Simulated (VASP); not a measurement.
# SbPt (P6_3/mmc) in VASP: relaxation of shape and atoms at fixed volume with r2SCAN

Aim: the relaxation of shape and atoms at fixed volume of SbPt with r2SCAN.

Program: VASP 6.6.1. These are calculated values, not measurements. Logs are shortened: lines on timing, memory, paths and dates and some standing lists are left out, and cuts for length are marked.

**1. The cell of the first run**

Symmetry: P6_3/mmc, No. 194, hexagonal system. The conventional cell has a = 4.213 Å, b = 4.213 Å, c = 5.648 Å, α = 90.00°, β = 90.00°, γ = 120.00°. Sb (site symmetry -6m2) has 6 Pt at 2.81 Å and 6 Sb at 3.73 Å within 3.8 Å. Within 3.7 Å of Pt (site symmetry -3m) lie 6 Sb at 2.81 Å and 2 Pt at 2.82 Å.

**2. Relaxation of shape and atoms at fixed volume, r2SCAN (21.71 Å³/atom)**

POSCAR reads:

```
SbPt
1.0
    4.2134965218      0.0000000000      0.0000000000
   -2.1067482609      3.6489950267      0.0000000000
    0.0000000000      0.0000000000      5.6480027799
Sb Pt
2 2
Direct
    0.3333333333      0.6666666667      0.2500000000
    0.6666666667      0.3333333333      0.7500000000
    0.0000000000      0.0000000000      0.0000000000
    0.0000000000      0.0000000000      0.5000000000
```

INCAR.step1 reads:

```
PREC = Accurate ; ENCUT = 600
ISMEAR = 0 ; SIGMA = 0.05
LREAL = False ; LASPH = True
NELM = 100 ; GGA = PE
ALGO = Normal ; EDIFF = 1E-4
LWAVE = True ; LCHARG = False
```

INCAR.step2 reads:

```
PREC = Accurate ; ENCUT = 600
EDIFF = 1E-6 ; ISMEAR = 0
SIGMA = 0.05 ; LREAL = False
LASPH = True ; NELM = 100
ALGO = Normal ; ISIF = 4
LWAVE = False ; LCHARG = False
METAGGA = R2SCAN ; LMIXTAU = True
IBRION = 2 ; NSW = 60
EDIFFG = -0.01 ; ISTART = 1
```

KPOINTS reads:

```
Automatic mesh
0
Gamma
  6 6 4
```

Potentials or basis: VASP PAW PBE potentials, release 64 (Sb, Pt).

On the command line:

```console
$ cat potpaw_PBE.64/Sb/POTCAR potpaw_PBE.64/Pt/POTCAR > POTCAR
$ cp INCAR.step1 INCAR
$ mpirun -np 1 vasp_std > vasp.out
$ cp INCAR.step2 INCAR
$ mpirun -np 1 vasp_std > vasp.out
```

OUTCAR:

```text
PREC = Accurate
   ENCUT = 600
   EDIFF = 1E-6
   ISMEAR = 0
   LREAL = False
   LASPH = True
   NELM = 100
   ISIF = 4
   METAGGA = R2SCAN
   IBRION = 2
   NSW = 60
   EDIFFG = -0.01
   ISTART = 1

 ion  position               nearest neighbor table
   1  0.333  0.667  0.250-   3 2.81   4 2.81   3 2.81   4 2.81   3 2.81   4 2.81   2 3.73   2 3.73
                             2 3.73   2 3.73   2 3.73   2 3.73
   2  0.667  0.333  0.750-   3 2.81   4 2.81   3 2.81   4 2.81   3 2.81   4 2.81   1 3.73   1 3.73
                             1 3.73   1 3.73   1 3.73   1 3.73
   3  0.000  0.000  0.000-   1 2.81   2 2.81   2 2.81   1 2.81   2 2.81   1 2.81   4 2.82   4 2.82

   4  0.000  0.000  0.500-   1 2.81   2 2.81   2 2.81   1 2.81   2 2.81   1 2.81   3 2.82   3 2.82

  LATTYP: Found a hexagonal cell.
 ALAT       =     4.2134965218
 C/A-ratio  =     1.3404550711

  Lattice vectors:

 A1 = (   4.2134965218,   0.0000000000,   0.0000000000)
 A2 = (  -2.1067482609,   3.6489950267,   0.0000000000)
 A3 = (   0.0000000000,   0.0000000000,   5.6480027799)

Analysis of symmetry for initial positions (statically):
=====================================================================
 Subroutine PRICEL returns:
 Original cell was already a primitive cell.

 Routine SETGRP: Setting up the symmetry group for a
 hexagonal supercell.

 Subroutine GETGRP returns: Found 24 space group operations
 (whereof 12 operations were pure point group operations)
 out of a pool of 24 trial point group operations.

The static configuration has the point symmetry D_3d.
 The point group associated with its full space group is D_6h.

Analysis of symmetry for dynamics (positions and initial velocities):
=====================================================================
 Subroutine PRICEL returns:
 Original cell was already a primitive cell.

 Routine SETGRP: Setting up the symmetry group for a
 hexagonal supercell.

 Subroutine GETGRP returns: Found 24 space group operations
 (whereof 12 operations were pure point group operations)
 out of a pool of 24 trial point group operations.

The dynamic configuration has the point symmetry D_3d.
 The point group associated with its full space group is D_6h.

 Subroutine INISYM returns: Found 24 space group operations
 (whereof 12 operations are pure point group operations),
 and found     1 'primitive' translations

----------------------------------------------------------------------------------------

                                     Primitive cell

  volume of cell :      86.8382

  direct lattice vectors                    reciprocal lattice vectors
     4.213496522  0.000000000  0.000000000     0.237332580  0.137024029  0.000000000
    -2.106748261  3.648995027  0.000000000     0.000000000  0.274048058  0.000000000
     0.000000000  0.000000000  5.648002780     0.000000000  0.000000000  0.177053737

  length of vectors
     4.213496522  4.213496522  5.648002780     0.274048058  0.274048058  0.177053737

  position of ions in fractional coordinates (direct lattice)
     0.333333333  0.666666667  0.250000000
     0.666666667  0.333333333  0.750000000
     0.000000000  0.000000000  0.000000000
     0.000000000  0.000000000  0.500000000

  ion indices of the primitive-cell ions
   primitive index   ion index
                 1           1
                 2           2
                 3           3
                 4           4

----------------------------------------------------------------------------------------

 KPOINTS: Automatic mesh

Automatic generation of k-mesh.
 Grid dimensions read from file:
 generate k-points for:    6    6    4

 Generating k-lattice:

  Cartesian coordinates                     Fractional coordinates (reciprocal lattice)
     0.039555430  0.022837338  0.000000000     0.166666667  0.000000000  0.000000000
     0.000000000  0.045674676  0.000000000     0.000000000  0.166666667  0.000000000
     0.000000000  0.000000000  0.044263434     0.000000000  0.000000000  0.250000000

  Length of vectors
     0.045674676  0.045674676  0.044263434

  Shift w.r.t. Gamma in fractional coordinates (k-lattice)
     0.000000000  0.000000000  0.000000000

 Subroutine IBZKPT returns following result:
 ===========================================

 Found     21 irreducible k-points:

 Following reciprocal coordinates:
            Coordinates               Weight
  0.000000  0.000000  0.000000      1.000000
  0.166667 -0.000000  0.000000      6.000000
  0.333333 -0.000000  0.000000      6.000000
  0.500000 -0.000000  0.000000      3.000000
  0.166667  0.166667  0.000000      6.000000
  0.333333  0.166667  0.000000     12.000000
[... 13 lines left out ...]
  0.333333  0.166667  0.500000     12.000000
  0.333333  0.333333  0.500000      2.000000
   k-points           NKPTS =     21   k-points in BZ     NKDIM =     21   number of bands    NBANDS=     19
   number of dos      NEDOS =    301   number of ions     NIONS =      4
   total plane-waves  NPLWV =  62208
   dimension x,y,z NGX =    36 NGY =   36 NGZ =   48
   dimension x,y,z NGXF=    72 NGYF=   72 NGZF=   96
   ions per type =               2   2
   NGX,Y,Z   is equivalent  to a cutoff of  14.20, 14.20, 14.13 a.u.
   NGXF,Y,Z  is equivalent  to a cutoff of  28.41, 28.41, 28.26 a.u.
 SYSTEM =  unknown system
   PREC   = accura    normal or accurate (medium, high low for compatibility)
   ISTART =      1    job   : 0-new  1-cont  2-samecut
   ICHARG =      0    charge: 1-file 2-atom 10-const
   ISPIN  =      1    spin polarized calculation?
   LNONCOLLINEAR =      F non collinear calculations
   LSORBIT =      F    spin-orbit coupling
   LASPH  =      T    aspherical Exc in radial PAW
   ENCUT  =  600.0 eV  44.10 Ry    6.64 a.u.   8.42  8.42 11.28*2*pi/ulx,y,z
   NELM   =    100;   NELMIN=  2; NELMDL=  0     # of ELM steps
   EDIFF  = 0.1E-05   stopping-criterion for ELM
   LREAL  =      F    real-space projection
   EDIFFG = -.1E-01   stopping-criterion for IOM
   NSW    =     60    number of steps for IOM
   IBRION =      2    ionic relax: 0-MD 1-quasi-New 2-CG
   NFREE  =      1    steps in history (QN), initial steepest desc. (CG)
   ISIF   =      4    stress and relaxation
   ISYM   =      2    0-nonsym 1-usesym 2-fastsym
   POTIM  = 0.5000    time-step for ionic-motion
   TEBEG  =    0.0;   TEEND  =   0.0 temperature during run
   PSTRESS=    0.0 pullay stress
   NELECT =      30.0000    total number of electrons
   NUPDOWN=      -1.0000    fix difference up-down
   EMIN   =  10.00;   EMAX   =-10.00  energy-range for DOS
   EFERMI =   0.00;   METHOD = LEGACY
   ISMEAR =     0;   SIGMA  =   0.05  broadening in eV -4-tet -1-fermi 0-gaus
   EFERMI_NEDOS =   21; number of points for ismear=-14 and -15
   IALGO  =     38    algorithm
   IMIX   =      4    mixing-type and parameters
     AMIX     =   0.40;   BMIX     =  1.00
     AMIX_MAG =   1.60;   BMIX_MAG =  1.00
  volume/ion in A,a.u.               =      21.71       146.50
  Fermi-wavevector in a.u.,A,eV,Ry     =   1.148713  2.170753 17.953462  1.319542
  Thomas-Fermi vector in A             =   2.285387
   LORBIT       =      0    0 simple, 1 ext, 2 COOP (PROOUT), +10 PAW based schemes
   METAGGA = R2SCAN    functional components
   LHFCALC =     F    Hartree Fock is set to
   AEXX    =    0.0000 exact exchange contribution
   IVDW    =     0    specifies the selected vdW correction
   LEPSILON=     F    determine dielectric tensor
   LRPA    =     F    only Hartree local field effects (RPA)
 conjugate gradient relaxation of ions
 non-spin polarized calculation
 Gauss-broadening in eV      SIGMA  =   0.05
  energy-cutoff  :      600.00
  volume of cell :       86.84
 maximum number of plane-waves:      2940
 NGX is ok and might be reduce to    36
   NGX = 17   NGY = 17   NGZ = 23

 number of electron      29.9999999 magnetization

 Free energy of the ion-electron system (eV)
  ---------------------------------------------------
  ext. energy  EPLUGINS =         0.00000000
  ---------------------------------------------------
  free energy    TOTEN  =      -156.15028431 eV

  energy without entropy =     -156.14888278  energy(sigma->0) =     -156.14958354

 E-fermi :   8.9474     XC(G=0): -11.8487

 val. band max:        8.9410753294   @ k =   0.0000   0.0000   0.0000
 cond. band min:       9.1706282932   @ k =   0.3333  -0.0000   0.0000
 fundamental gap:      0.2295529637
 Fermi energy:         8.9473829360

 k-point     1 :       0.0000    0.0000    0.0000
  band No.  band energies     occupation
      1      -3.8460      2.00000
      2      -0.1726      2.00000
      3       2.1254      2.00000
      4       3.2273      2.00000
      5       3.2273      2.00000
      6       3.4915      2.00000
[... 11 lines left out ...]
     18      12.5502      0.00000
     19      12.5502      0.00000

 k-point     2 :       0.1667   -0.0000    0.0000
  band No.  band energies     occupation
      1      -3.5155      2.00000
      2      -0.4328      2.00000
      3       2.5237      2.00000
      4       3.3043      2.00000
      5       3.3829      2.00000
      6       3.7192      2.00000
[... 11 lines left out ...]
     18      12.4375      0.00000
     19      13.2259      0.00000

 k-point     3 :       0.3333   -0.0000    0.0000
  band No.  band energies     occupation
      1      -2.6064      2.00000
      2      -0.9007      2.00000
      3       2.5237      2.00000
      4       3.3673      2.00000
      5       3.5391      2.00000
      6       3.8978      2.00000
[... 11 lines left out ...]
     18      12.9065      0.00000
     19      13.1480      0.00000

 k-point     4 :       0.5000   -0.0000    0.0000
  band No.  band energies     occupation
      1      -1.6302      2.00000
      2      -1.4177      2.00000
      3       1.5996      2.00000
      4       3.3466      2.00000
      5       3.8015      2.00000
      6       3.9857      2.00000
[... 341 lines left out ...]
     18      10.8937      0.00000
     19      13.9444      0.00000

 k-point    20 :       0.3333    0.1667    0.5000
  band No.  band energies     occupation
      1      -1.4126      2.00000
      2      -1.4126      2.00000
      3       2.7094      2.00000
      4       2.7094      2.00000
      5       3.9694      2.00000
      6       3.9694      2.00000
[... 11 lines left out ...]
     18      11.9975      0.00000
     19      13.5737      0.00000

 k-point    21 :       0.3333    0.3333    0.5000
  band No.  band energies     occupation
      1      -1.2304      2.00000
      2      -1.2304      2.00000
      3       3.2433      2.00000
      4       3.2433      2.00000
      5       3.2984      2.00000
      6       3.2984      2.00000
[... 11 lines left out ...]
     18      13.0871      0.00000
     19      14.6196      0.00000

------------------------ aborting loop because EDIFF is reached ----------------------------------------

  FORCE on cell =-STRESS in cart. coord.  units (eV):
  Direction    XX          YY          ZZ          XY          YZ          ZX
  --------------------------------------------------------------------------------------
  -------------------------------------------------------------------------------------
  Total       -2.7827534     -2.7827534     -2.7308805      0.0000000      0.0000000     -0.0000000
  in kB      -51.3422021    -51.3422021    -50.3851387      0.0000000      0.0000000     -0.0000000
  external PRESSURE =     -51.0231809 kB  Pullay stress =       0.0000000 kB

 VOLUME and BASIS-vectors are now :
 -----------------------------------------------------------------------------
  energy-cutoff  :      600.00
  volume of cell :       86.84
      direct lattice vectors                 reciprocal lattice vectors
     4.213496522  0.000000000  0.000000000     0.237332580  0.137024029  0.000000000
    -2.106748261  3.648995027  0.000000000     0.000000000  0.274048058  0.000000000
     0.000000000  0.000000000  5.648002780     0.000000000  0.000000000  0.177053737

 POSITION                                       TOTAL-FORCE (eV/Angst)
 -----------------------------------------------------------------------------------
     -0.00000      2.43266      1.41200         0.000000      0.000000      0.000000
      2.10675      1.21633      4.23600         0.000000     -0.000000      0.000000
      0.00000      0.00000      0.00000         0.000000     -0.000000      0.000000
      0.00000      0.00000      2.82400        -0.000000     -0.000000      0.000000
 -----------------------------------------------------------------------------------
    total drift:                                0.000000     -0.000000      0.000000

  FREE ENERGIE OF THE ION-ELECTRON SYSTEM (eV)
  ---------------------------------------------------
  free  energy   TOTEN  =      -156.1502843077 eV

  energy  without entropy=     -156.1488827788  energy(sigma->0) =     -156.14958354

 reached required accuracy - stopping structural energy minimisation
```

Wall time 2.1 min (1 thread of Intel Xeon Platinum 8259CL at 2.50GHz (Skylake/Cascade Lake), shared host); peak memory 0.27 GiB.

What came out:

```yaml
Free_energy: -156.1503 eV
Pressure_after_relaxing: -5.1 GPa
Band_gap_on_the_k_mesh: zero (bands 15 and 16 overlap by 4.03 eV)
```

Final structure:
```cif
data_structure
_symmetry_space_group_name_H-M 'P 1'
_symmetry_Int_Tables_number 1
_cell_length_a 4.2135
_cell_length_b 4.2135
_cell_length_c 5.6480
_cell_angle_alpha 90.000
_cell_angle_beta 90.000
_cell_angle_gamma 120.000
_cell_volume 86.84
loop_
_atom_site_label
_atom_site_type_symbol
_atom_site_fract_x
_atom_site_fract_y
_atom_site_fract_z
_atom_site_occupancy
Sb1 Sb 0.33333 0.66667 0.25000 1
Sb2 Sb 0.66667 0.33333 0.75000 1
Pt1 Pt 0.00000 0.00000 0.00000 1
Pt2 Pt 0.00000 0.00000 0.50000 1
```

Caveat: the PAW data sets were made with another functional, which shifts forces and pressure a little; spin-orbit coupling is left out, which moves the levels of the heavy elements.

The gap in the log of VASP goes by the Fermi energy; the results here count the filled bands.